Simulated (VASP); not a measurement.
# BeS (F-43m) in VASP: a series of runs

The runs below take BeS through single point, with LDA.

All numbers are computed with VASP 6.6.1; they aren't measurements. Logs are shortened: lines on timing, memory, paths and dates and some standing lists are left out, and cuts for length are marked.

## (1) The cell of the first run

It takes space group F-43m (No. 216, cubic). Conventional cell: a = 4.612 Å, b = 4.612 Å, c = 4.612 Å, α = 90.00°, β = 90.00°, γ = 90.00°. Within 2.6 Å of Be (site symmetry -43m) lie 4 S at 2.00 Å. Within 2.6 Å of S (site symmetry -43m) lie 4 Be at 2.00 Å.

## (2) Single point, LDA

File INCAR:

```
SYSTEM = BeS
PREC = Accurate
ENCUT = 520
EDIFF = 1E-6
ISMEAR = 0
SIGMA = 0.01
LREAL = .False.
LASPH = .True.
NELM = 80
ALGO = Normal
ISIF = 2
LWAVE = .False.
LCHARG = .False.
NBANDS = 11
```

File KPOINTS:

```
Automatic mesh
0
Gamma
  8 8 8
  0 0 0
```

File POSCAR:

```
BeS
1.0
    2.3060990272      2.3060990272      0.0000000000
   -2.3060990272      2.3060990272      0.0000000000
    0.0000000000      2.3060990272      2.3060990272
Be S
1 1
Direct
    0.0000000000      0.0000000000      0.0000000000
    0.7500000000      0.2500000000      0.5000000000
```

Potentials or basis: VASP PAW LDA potentials, release 64 (Be, S).

Run with:

```sh
cat potpaw_LDA.64/Be/POTCAR potpaw_LDA.64/S/POTCAR > POTCAR
mpirun -np 1 vasp_std > vasp.out
```

OUTCAR:

```text
SYSTEM = BeS
   PREC = Accurate
   ENCUT = 520
   EDIFF = 1E-6
   ISMEAR = 0
   LREAL = .False.
   LASPH = .True.
   NELM = 80
   ISIF = 2

 ion  position               nearest neighbor table
   1  0.000  0.000  0.000-   2 2.00   2 2.00   2 2.00   2 2.00
   2  0.750  0.250  0.500-   1 2.00   1 2.00   1 2.00   1 2.00

  LATTYP: Found a face centered cubic cell.
 ALAT       =     4.6121980544

  Lattice vectors:

 A1 = (   0.0000000000,   2.3060990272,   2.3060990272)
 A2 = (   2.3060990272,   0.0000000000,   2.3060990272)
 A3 = (   2.3060990272,   2.3060990272,   0.0000000000)

Analysis of symmetry for initial positions (statically):
=====================================================================
 Subroutine PRICEL returns:
 Original cell was already a primitive cell.

 Routine SETGRP: Setting up the symmetry group for a
 face centered cubic supercell.

 Subroutine GETGRP returns: Found 24 space group operations
 (whereof 24 operations were pure point group operations)
 out of a pool of 48 trial point group operations.

The static configuration has the point symmetry T_d .

Analysis of symmetry for dynamics (positions and initial velocities):
=====================================================================
 Subroutine PRICEL returns:
 Original cell was already a primitive cell.

 Routine SETGRP: Setting up the symmetry group for a
 face centered cubic supercell.

 Subroutine GETGRP returns: Found 24 space group operations
 (whereof 24 operations were pure point group operations)
 out of a pool of 48 trial point group operations.

The dynamic configuration has the point symmetry T_d .

 Subroutine INISYM returns: Found 24 space group operations
 (whereof 24 operations are pure point group operations),
 and found     1 'primitive' translations

----------------------------------------------------------------------------------------

                                     Primitive cell

  volume of cell :      24.5281

  direct lattice vectors                    reciprocal lattice vectors
     2.306099027  2.306099027  0.000000000     0.216816361  0.216816361 -0.216816361
    -2.306099027  2.306099027  0.000000000    -0.216816361  0.216816361 -0.216816361
     0.000000000  2.306099027  2.306099027     0.000000000  0.000000000  0.433632723

  length of vectors
     3.261316520  3.261316520  3.261316520     0.375536954  0.375536954  0.433632723

  position of ions in fractional coordinates (direct lattice)
     0.000000000  0.000000000  0.000000000
     0.750000000  0.250000000  0.500000000

  ion indices of the primitive-cell ions
   primitive index   ion index
                 1           1
                 2           2

----------------------------------------------------------------------------------------

 KPOINTS: Automatic mesh

Automatic generation of k-mesh.
 Grid dimensions read from file:
 generate k-points for:    8    8    8

 Generating k-lattice:

  Cartesian coordinates                     Fractional coordinates (reciprocal lattice)
     0.027102045  0.027102045 -0.027102045     0.125000000  0.000000000  0.000000000
    -0.027102045  0.027102045 -0.027102045     0.000000000  0.125000000  0.000000000
     0.000000000  0.000000000  0.054204090     0.000000000  0.000000000  0.125000000

  Length of vectors
     0.046942119  0.046942119  0.054204090

  Shift w.r.t. Gamma in fractional coordinates (k-lattice)
     0.000000000  0.000000000  0.000000000

 Subroutine IBZKPT returns following result:
 ===========================================

 Found     29 irreducible k-points:

 Following reciprocal coordinates:
            Coordinates               Weight
  0.000000  0.000000  0.000000      1.000000
  0.125000  0.000000  0.000000      8.000000
  0.250000  0.000000  0.000000      8.000000
  0.375000  0.000000  0.000000      8.000000
  0.500000  0.000000  0.000000      4.000000
  0.125000  0.125000  0.000000     12.000000
[... 16 lines left out ...]
  0.375000  0.250000  0.125000     48.000000
  0.500000  0.250000  0.125000     24.000000
 [... further k-points ...]
   k-points           NKPTS =     29   k-points in BZ     NKDIM =     29   number of bands    NBANDS=     11
   number of dos      NEDOS =    301   number of ions     NIONS =      2
   total plane-waves  NPLWV =  13824
   dimension x,y,z NGX =    24 NGY =   24 NGZ =   24
   dimension x,y,z NGXF=    48 NGYF=   48 NGZF=   48
   ions per type =               1   1
   NGX,Y,Z   is equivalent  to a cutoff of  12.23, 12.23, 12.23 a.u.
   NGXF,Y,Z  is equivalent  to a cutoff of  24.47, 24.47, 24.47 a.u.
 SYSTEM =  BeS
   PREC   = accura    normal or accurate (medium, high low for compatibility)
   ISTART =      0    job   : 0-new  1-cont  2-samecut
   ICHARG =      2    charge: 1-file 2-atom 10-const
   ISPIN  =      1    spin polarized calculation?
   LNONCOLLINEAR =      F non collinear calculations
   LSORBIT =      F    spin-orbit coupling
   LASPH  =      T    aspherical Exc in radial PAW
   ENCUT  =  520.0 eV  38.22 Ry    6.18 a.u.   6.06  6.06  6.06*2*pi/ulx,y,z
   NELM   =     80;   NELMIN=  2; NELMDL= -5     # of ELM steps
   EDIFF  = 0.1E-05   stopping-criterion for ELM
   LREAL  =      F    real-space projection
   EDIFFG = 0.1E-04   stopping-criterion for IOM
   NSW    =      0    number of steps for IOM
   IBRION =     -1    ionic relax: 0-MD 1-quasi-New 2-CG
   NFREE  =      0    steps in history (QN), initial steepest desc. (CG)
   ISIF   =      2    stress and relaxation
   ISYM   =      2    0-nonsym 1-usesym 2-fastsym
   POTIM  = 0.5000    time-step for ionic-motion
   TEBEG  =    0.0;   TEEND  =   0.0 temperature during run
   PSTRESS=    0.0 pullay stress
   NELECT =       8.0000    total number of electrons
   NUPDOWN=      -1.0000    fix difference up-down
   EMIN   =  10.00;   EMAX   =-10.00  energy-range for DOS
   EFERMI =   0.00;   METHOD = LEGACY
   ISMEAR =     0;   SIGMA  =   0.01  broadening in eV -4-tet -1-fermi 0-gaus
   EFERMI_NEDOS =   21; number of points for ismear=-14 and -15
   IALGO  =     38    algorithm
   IMIX   =      4    mixing-type and parameters
     AMIX     =   0.40;   BMIX     =  1.00
     AMIX_MAG =   1.60;   BMIX_MAG =  1.00
  volume/ion in A,a.u.               =      12.26        82.76
  Fermi-wavevector in a.u.,A,eV,Ry     =   1.126895  2.129523 17.277941  1.269893
  Thomas-Fermi vector in A             =   2.263579
   LORBIT       =      0    0 simple, 1 ext, 2 COOP (PROOUT), +10 PAW based schemes
   GGA     = CA    functional components
   LHFCALC =     F    Hartree Fock is set to
   AEXX    =    0.0000 exact exchange contribution
   IVDW    =     0    specifies the selected vdW correction
   LEPSILON=     F    determine dielectric tensor
   LRPA    =     F    only Hartree local field effects (RPA)
 non-spin polarized calculation
 Gauss-broadening in eV      SIGMA  =   0.01
  energy-cutoff  :      520.00
  volume of cell :       24.53
 maximum number of plane-waves:       684
   NGX = 13   NGY = 13   NGZ = 13

 number of electron       7.9999999 magnetization

 Free energy of the ion-electron system (eV)
  ---------------------------------------------------
  ext. energy  EPLUGINS =         0.00000000
  ---------------------------------------------------
  free energy    TOTEN  =       -11.01064751 eV

  energy without entropy =      -11.01064751  energy(sigma->0) =      -11.01064751

 E-fermi :   5.7904     XC(G=0): -10.6020

 val. band max:        5.7198572895   @ k =   0.0000   0.0000   0.0000
 cond. band min:       8.2521735872   @ k =   0.5000   0.5000   0.0000
 fundamental gap:      2.5323162977
 Fermi energy:         5.7903983921

 k-point     1 :       0.0000    0.0000    0.0000
  band No.  band energies     occupation
      1      -9.0429      2.00000
      2       5.7199      2.00000
      3       5.7199      2.00000
      4       5.7199      2.00000
      5      11.1533      0.00000
      6      11.1533      0.00000
      7      11.1533      0.00000
      8      12.7442      0.00000
      9      18.8248      0.00000
     10      18.8248      0.00000
     11      21.5248      0.00000

 k-point     2 :       0.1250    0.0000    0.0000
  band No.  band energies     occupation
      1      -8.8275      2.00000
      2       4.3056      2.00000
      3       5.4601      2.00000
      4       5.4601      2.00000
      5      11.4038      0.00000
      6      11.5907      0.00000
      7      11.5907      0.00000
      8      13.9336      0.00000
      9      18.0044      0.00000
     10      18.0044      0.00000
     11      20.9135      0.00000

 k-point     3 :       0.2500    0.0000    0.0000
  band No.  band energies     occupation
      1      -8.2224      2.00000
      2       1.8424      2.00000
      3       4.9651      2.00000
      4       4.9651      2.00000
      5      11.5610      0.00000
      6      12.2048      0.00000
      7      12.2048      0.00000
      8      15.9986      0.00000
      9      17.7551      0.00000
     10      17.7551      0.00000
     11      20.5164      0.00000

 k-point     4 :       0.3750    0.0000    0.0000
  band No.  band energies     occupation
      1      -7.4147      2.00000
      2      -0.2656      2.00000
      3       4.5819      2.00000
      4       4.5819      2.00000
      5      11.6221      0.00000
      6      12.1973      0.00000
      7      12.1973      0.00000
      8      17.0814      0.00000
      9      19.3724      0.00000
     10      19.3724      0.00000
     11      21.2304      0.00000
[... 239 lines left out ...]
 k-point    22 :       0.2500    0.2500    0.1250
  band No.  band energies     occupation
      1      -7.7194      2.00000
      2       1.6313      2.00000
      3       3.0652      2.00000
      4       4.3316      2.00000
      5      11.1103      0.00000
      6      12.9398      0.00000
      7      13.6510      0.00000
      8      14.6326      0.00000
      9      18.0759      0.00000
     10      20.9614      0.00000
     11      22.5908      0.00000

 k-point    23 :       0.3750    0.2500    0.1250
  band No.  band energies     occupation
      1      -6.9930      2.00000
      2       0.1708      2.00000
      3       2.4896      2.00000
      4       3.7322      2.00000
      5      11.5654      0.00000
      6      12.5956      0.00000
      7      14.6803      0.00000
      8      15.3968      0.00000
      9      19.0841      0.00000
     10      20.9519      0.00000
     11      23.3431      0.00000

 k-point    24 :       0.5000    0.2500    0.1250
  band No.  band energies     occupation
      1      -6.6031      2.00000
      2      -0.5556      2.00000
      3       2.4141      2.00000
      4       3.4169      2.00000
      5      11.5422      0.00000
      6      12.5239      0.00000
      7      15.4384      0.00000
      8      16.7853      0.00000
      9      17.6427      0.00000
     10      21.8619      0.00000
     11      22.7541      0.00000

 [... further k-points ...]
[... 5 lines left out ...]
  --------------------------------------------------------------------------------------
  -------------------------------------------------------------------------------------
  Total        2.2951812      2.2951812      2.2951812      0.0000000     -0.0000000      0.0000000
  in kB      149.9214255    149.9214255    149.9214255      0.0000000     -0.0000000      0.0000000
  external PRESSURE =     149.9214255 kB  Pullay stress =       0.0000000 kB

 VOLUME and BASIS-vectors are now :
 -----------------------------------------------------------------------------
  energy-cutoff  :      520.00
  volume of cell :       24.53
      direct lattice vectors                 reciprocal lattice vectors
     2.306099027  2.306099027  0.000000000     0.216816361  0.216816361 -0.216816361
    -2.306099027  2.306099027  0.000000000    -0.216816361  0.216816361 -0.216816361
     0.000000000  2.306099027  2.306099027     0.000000000  0.000000000  0.433632723

 POSITION                                       TOTAL-FORCE (eV/Angst)
 -----------------------------------------------------------------------------------
      0.00000      0.00000      0.00000        -0.000000     -0.000000      0.000000
      1.15305      3.45915      1.15305         0.000000      0.000000      0.000000
 -----------------------------------------------------------------------------------
    total drift:                               -0.000000      0.000000     -0.000000

  FREE ENERGIE OF THE ION-ELECTRON SYSTEM (eV)
  ---------------------------------------------------
  free  energy   TOTEN  =       -11.0106475063 eV

  energy  without entropy=      -11.0106475063  energy(sigma->0) =      -11.01064751
```

Run time: 2.9 s. Hardware: 1 thread of Intel Xeon 6975P-C (Granite Rapids), shared host; peak memory 0.12 GiB.

Results:

* Free energy: -11.0106 eV
* Pressure: 15.0 GPa
* Band gap on the k mesh: 2.53 eV, indirect (least direct gap 5.43 eV)

A k mesh can miss the band edges.

(Continued in part 2 of 2.)
